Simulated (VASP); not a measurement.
Input of a VASP 6.6.1 run:

The input INCAR:

```
ALGO = Fast
EDIFF = 1E-7
ENCUT = 520
GGA = PE
ISIF = 2
ISMEAR = 0
LASPH = True
LCHARG = True
LELF = True
LREAL = False
LVHAR = True
LWAVE = False
NBANDS = 16
NELM = 100
PREC = Accurate
SIGMA = 0.1
```

KPOINTS

```
k-points
0
Gamma
  12 12 8
```

POSCAR

```
Rb
1.0
    5.1147569931      0.0000000000      0.0000000000
   -2.5573784966      4.4295094902      0.0000000000
    0.0000000000      0.0000000000      8.3085107062
Rb
2
Direct
    0.6666666667      0.3333333333      0.2499780873
    0.3333333333      0.6666666667      0.7500219127
```

Potentials or basis: VASP PAW PBE potentials, release 64 (Rb_sv).

Run with:

```bash
$ cat potpaw_PBE.64/Rb_sv/POTCAR > POTCAR
$ mpirun -np 1 vasp_std > vasp.out
```

Task: Predict the band gap on the k mesh.

Result: Zero (bands 9 and 10 overlap by 2.33 eV).

Task: Estimate the pressure.

Result: -0.1 GPa.
